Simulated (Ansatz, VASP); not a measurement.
# One calculation of NiO, two programs

```
Ni O
1.0
     0.00000    2.10905    2.10905
     2.10905    0.00000    2.10905
     2.10905    2.10905    0.00000
Ni O
1 1
Cartesian
  0.0000 0.0000 0.0000
  2.1091 2.1091 2.1091
```

Alike in both runs: task relaxation of cell and atoms; functional PBE; k mesh 22 × 22 × 22; occupations gaussian, width 0.1 eV; collinear spin.

|  | VASP | Ansatz |
| --- | --- | --- |
| version | VASP 6.6.1 | Ansatz 0.2.0 |
| potentials or method | VASP PAW PBE potentials, release 64 (Ni, O), cutoff 600 eV | scalar-relativistic, plane waves, PAW |
| valence electrons in the cell | 16 | 24 |

|  | VASP | Ansatz | Ansatz less VASP |
| --- | --- | --- | --- |
| gap on the k mesh at the Fermi level, each at its own relaxed structure (eV) | none | none | - |
| net moment per atom (μB) | 0.88 | 0.90 | +0.021 |
| size of the moment on the site where the two differ most (μB) | 0.27 | 0.29 | +0.025 |
| relaxed volume (Å³/atom) | 9.33 | 9.37 | +0.036 |
| relaxed length of the cell vector where the two differ most in proportion (Å) | 2.978 | 2.981 | +0.0038 |

Site moments also hang on the region over which each program counts them. A gap of «none» marks a metal or a gap that the smearing closes. VASP's potentials hold 16 valence electrons a cell and Ansatz's 24, so a difference there can come from the potentials and not from the codes.
